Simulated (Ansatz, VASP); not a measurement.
## Ta: VASP beside Ansatz

```
CELL_PARAMETERS angstrom
-1.61581 1.61581 1.61581
1.61581 -1.61581 1.61581
1.61581 1.61581 -1.61581
ATOMIC_POSITIONS crystal
Ta 0.00000 0.00000 0.00000
```

Alike in both runs: task single point; functional LDA; k mesh 18 × 18 × 18; occupations gaussian, width 0.05 eV; no spin polarisation.

|  | VASP | Ansatz |
| --- | --- | --- |
| version | VASP 6.6.1 | Ansatz 0.2.0 |
| potentials or method | VASP PAW LDA potentials, release 64 (Ta_sv_GW), cutoff 500 eV | scalar-relativistic, plane waves, PAW |
| valence electrons in the cell | 13 | 13 |

```tsv
	VASP	Ansatz	Ansatz less VASP
pressure (GPa)	3.9	4.6	+0.73
```

LDA's correlation is that of Perdew and Zunger in VASP and of Perdew and Wang (1992) in Ansatz.

Neither program's run includes spin-orbit coupling.
